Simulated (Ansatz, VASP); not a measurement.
# Two plane-wave programs on NaH

```
Na H
1.0
     0.00000    2.38833    2.38833
     2.38833    0.00000    2.38833
     2.38833    2.38833    0.00000
Na H
1 1
Direct
  0.00000 0.00000 0.00000
  0.50000 0.50000 0.50000
```

Alike in both runs: functional r2SCAN; dispersion rVV10; k mesh 8 × 8 × 8; occupations fermi-dirac, width 0.01 eV; no spin polarisation.

Ansatz relaxed the structure, and its values are those at the end. VASP's run is a single point on that final structure, the one shown.

|  | VASP | Ansatz |
| --- | --- | --- |
| version | VASP 6.6.1 | Ansatz 0.2.0 |
| potentials or method | VASP PAW PBE potentials, release 64 (Na_pv, H) | plane waves, PAW |
| plane-wave cutoff (eV) | 520 | 500 |
| valence electrons in the cell | 8 | 10 |

```csv
,VASP,Ansatz,Ansatz less VASP
pressure (GPa),-0.3,0.0,+0.31
```

VASP's potentials were made for PBE, not for r2SCAN. VASP's potentials hold 8 valence electrons a cell and Ansatz's 10, so a difference there can come from the potentials and not from the codes.
